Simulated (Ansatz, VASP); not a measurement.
**FeSn2F12 in VASP and in Ansatz**

Contents of INCAR:

```
  PREC = Accurate
  ENCUT = 520
  EDIFF = 1E-6
  ISMEAR = 0
  SIGMA = 0.01
  LREAL = Auto
  LASPH = True
  NELM = 150
  ALGO = Normal
  ISIF = 2
  LWAVE = False
  LCHARG = False
  ISPIN = 2
  MAGMOM = 0 0 4 0 0 0 0 0 0 0 0 0 0 0 0
  LORBIT = 11
  LMAXMIX = 4
  GGA = PE
  NBANDS = 77
```

File KPOINTS:

```
regular mesh
0
Gamma
  3 3 1
```

The input POSCAR:

```
FeSn2F12
1.0
   -2.0250000000      2.0250000000      3.9650000000
    2.0250000000     -2.0250000000      3.9650000000
    6.0750000000      6.0750000000    -11.8950000000
Sn Fe F
2 1 12
Direct
    0.0000000000      0.0000000000      0.0000000000
    0.0000000000      0.0000000000      0.3333333300
    0.0000000000      0.0000000000      0.6666666700
    0.2370000000      0.2370000000      0.0000000000
    0.2370000000      0.2370000000      0.3333333300
    0.2370000000      0.2370000000      0.6666666700
    0.7630000000      0.7630000000      0.0000000000
    0.7630000000      0.7630000000      0.3333333300
    0.7630000000      0.7630000000      0.6666666700
    0.5000000000      0.0000000000      0.1666666700
    0.5000000000      0.0000000000      0.5000000000
    0.5000000000      0.0000000000      0.8333333300
    0.0000000000      0.5000000000      0.1666666700
    0.0000000000      0.5000000000      0.5000000000
    0.0000000000      0.5000000000      0.8333333300
```

Input for Ansatz:

```yaml
crystal:
  lattice:
    - [-2.025, 2.025, 3.965]
    - [2.025, -2.025, 3.965]
    - [6.075, 6.075, -11.895]
  atoms:
    - { symbol: Sn, position: [0.0, 0.0, 0.0] }
    - { symbol: Sn, position: [0.0, 0.0, 0.33333333] }
    - { symbol: Fe, position: [0.0, 0.0, 0.66666667], spin: 4.0 }
    - { symbol: F, position: [0.237, 0.237, 0.0] }
    - { symbol: F, position: [0.237, 0.237, 0.33333333] }
    - { symbol: F, position: [0.237, 0.237, 0.66666667] }
    - { symbol: F, position: [0.763, 0.763, 0.0] }
    - { symbol: F, position: [0.763, 0.763, 0.33333333] }
    - { symbol: F, position: [0.763, 0.763, 0.66666667] }
    - { symbol: F, position: [0.5, 0.0, 0.16666667] }
    - { symbol: F, position: [0.5, 0.0, 0.5] }
    - { symbol: F, position: [0.5, 0.0, 0.83333333] }
    - { symbol: F, position: [0.0, 0.5, 0.16666667] }
    - { symbol: F, position: [0.0, 0.5, 0.5] }
    - { symbol: F, position: [0.0, 0.5, 0.83333333] }
magnetization:
  spin_polarized: true
hamiltonian:
  xc: pbe
  pseudopotentials: { kind: paw }
basis:
  ecutwfc: 420
kpoints:
  mp_grid: { grid: [3, 3, 1] }
scf:
  occupations: { method: gaussian, width: 0.01 }
  lower_state_search: "off"
output:
  forces: true
  stress: true
```

Alike in both runs: task single point; functional PBE; k mesh 3 × 3 × 1; occupations gaussian, width 0.01 eV; collinear spin.

|  | VASP | Ansatz |
| --- | --- | --- |
| version | VASP 6.6.1 | Ansatz 0.2.0 |
| potentials or method | VASP PAW PBE potentials, release 64 (Sn_d, Fe, F), cutoff 520 eV | PAW, plane waves, scalar-relativistic |
| valence electrons in the cell | 120 | 128 |

VASP gave:

| Item | Value |
| --- | --- |
| pressure (GPa) | 1.8 |
| traceless stress, the component that is largest in VASP (GPa) | -1.94 |
| rms of the force components (eV/Å) | 0.773 |
| net moment per atom (μB) | 0.27 |
| size of the moment on the site where the two differ most (μB) | 3.37 |

Problem. What did Ansatz give for the same quantities?

Solution. Pressure (GPa): 1.3; traceless stress, the component that is largest in VASP (GPa): -2.73; rms of the force components (eV/Å): 0.772; net moment per atom (μB): 0.27; size of the moment on the site where the two differ most (μB): 3.14.

Site moments also hang on the region over which each program counts them. Atom by atom the forces differ by 0.072 eV/Å (rms over components). The functional is the same, so the differences come from potentials, cutoffs and numerics. VASP's potentials hold 120 valence electrons a cell and Ansatz's 128, so a difference there can come from the potentials and not from the codes.

The k mesh is coarse, so the values compare programs but aren't converged.
